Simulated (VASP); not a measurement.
As: single point with PBEsol

As:

```
As
1.0
     1.87975    1.08527    3.48577
    -1.87975    1.08527    3.48577
     0.00000   -2.17055    3.48577
As
2
Cartesian
  0.0000 0.0000 2.3795
  0.0000 0.0000 8.0778
```

```
Program                : VASP 6.6.1
Task                   : single point
Functional             : PBEsol
Potentials or basis    : VASP PAW PBE potentials, release 64 (As)
Cutoff                 : 520 eV
k mesh                 : 6 × 6 × 6
Occupations            : gaussian, width 0.1 eV
Spin                   : no spin polarisation
Dipole correction      : no
Further INCAR settings : ALGO = Normal; EDIFF = 1e-07; NBANDS = 12
```

```json
{
 "Pressure": "0.4 GPa",
 "Largest force": "0.120 eV/Å",
 "Band gap on the k mesh": "zero (bands 5 and 6 overlap by 0.38 eV)"
}
```

Forces in eV/Å, atoms in the order of the input:
```
As   0.000  0.000  0.120
As   0.000  0.000 -0.120
```

Stress tensor (GPa, compression positive):
```
 0.96  0.00  0.00
 0.00  0.96  0.00
 0.00  0.00 -0.75
```

Levels at points of the mesh, in eV from the Fermi level:
```csv
k point,band 3,band 4,band 5,band 6,band 7,band 8
"(0.00, 0.00, 0.00)",-2.57,-2.02,-2.02,1.73,2.94,2.94
"(0.50, 0.00, 0.00)",-2.79,-2.76,-0.38,-0.38,0.20,1.21
"(0.50, 0.50, 0.00)",-6.14,-4.33,-4.18,1.41,5.48,6.77
"(0.50, 0.50, 0.50)",-1.74,-1.74,-0.63,0.66,0.66,1.76
```

Run time: 18 s on 1 thread of Intel Xeon 8259CL, with other jobs on the host, peak memory 0.17 GiB.

Caveat: the PAW data sets were made with another functional, which shifts forces and pressure a little.
